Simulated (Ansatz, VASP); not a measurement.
**One calculation of NaH, two programs**

```
Na H
1.0
     0.00000    2.39737    2.39737
     2.39737    0.00000    2.39737
     2.39737    2.39737    0.00000
Na H
1 1
Direct
  0.00000 0.00000 0.00000
  0.50000 0.50000 0.50000
```

Alike in both runs: task single point; functional r2SCAN; k mesh 10 × 10 × 10; occupations fermi-dirac, width 0.02 eV; no spin polarisation.

|  | VASP | Ansatz |
| --- | --- | --- |
| version | VASP 6.6.1 | Ansatz 0.2.0 |
| potentials or method | VASP PAW PBE potentials, release 64 (Na_pv, H), cutoff 520 eV | PAW plane waves |
| valence electrons in the cell | 8 | 10 |

```csv
,VASP,Ansatz,Ansatz less VASP
gap on the k mesh at the Fermi level (eV),4.43,4.42,-0.011
pressure (GPa),-0.3,0.0,+0.31
```

VASP's potentials were made for PBE, not for r2SCAN. VASP's potentials hold 8 valence electrons a cell and Ansatz's 10, so a difference there can come from the potentials and not from the codes.
